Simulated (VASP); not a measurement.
The system is Rb3Sb2P3.

```
Rb Sb P
1.0
     7.72158    0.00000    0.00000
     0.00000    7.72158    0.00000
     0.00000    0.00000    7.72158
Rb Sb P
3 2 3
Cartesian
  3.8608 0.0000 0.0000
  0.0000 3.8608 0.0000
  0.0000 0.0000 3.8608
  3.8608 3.8608 3.8608
  0.0000 0.0000 0.0000
  0.0000 3.8608 3.8608
  3.8608 0.0000 3.8608
  3.8608 3.8608 0.0000
```

The cell was generated, and may not be a known phase.

```yaml
Program: VASP 6.6.1
Task: relaxation of cell and atoms
Functional: PBE
Potentials_or_basis: VASP PAW PBE potentials, release 64 (Rb_sv, Sb, P)
Cutoff: 600 eV
k_mesh: 2 × 2 × 2
Occupations: gaussian, width 0.1 eV
Spin: no spin polarisation
```

At the start: pressure -2.7 GPa; volume 57.55 Å³/atom.

Task: Where does the relaxation end?

Result: Over 6 steps the energy falls by 292.3 meV/atom and the volume is 35.32 Å³/atom (-38.6 %); space group Pm-3m (No. 221, to 0.1 Å) before and after.

Step by step:
```csv
step,energy change (eV),largest force (eV/Å),pressure (GPa),volume (Å³)
1,0.0000,0.0000,-2.73,460.38
2,-1.0518,0.0000,-2.62,398.10
3,-1.9807,0.0000,3.69,245.40
4,-2.2177,0.0000,-1.28,310.24
5,-2.3306,0.0000,-0.38,289.40
6,-2.3383,0.0000,0.03,282.52
```

Final structure:
```
Rb Sb P
1.0
     6.56171    0.00000    0.00000
     0.00000    6.56171    0.00000
     0.00000    0.00000    6.56171
Rb Sb P
3 2 3
Direct
  0.50000 0.00000 0.00000
  0.00000 0.50000 0.00000
  0.00000 0.00000 0.50000
  0.50000 0.50000 0.50000
  0.00000 0.00000 0.00000
  0.00000 0.50000 0.50000
  0.50000 0.00000 0.50000
  0.50000 0.50000 0.00000
```

Caveat: the k points lie up to 0.48 Å⁻¹ apart in the final cell; the volume moved by over 15 % at a fixed basis, so the end points are rough; the highest band is partly filled, so the run has too few bands.
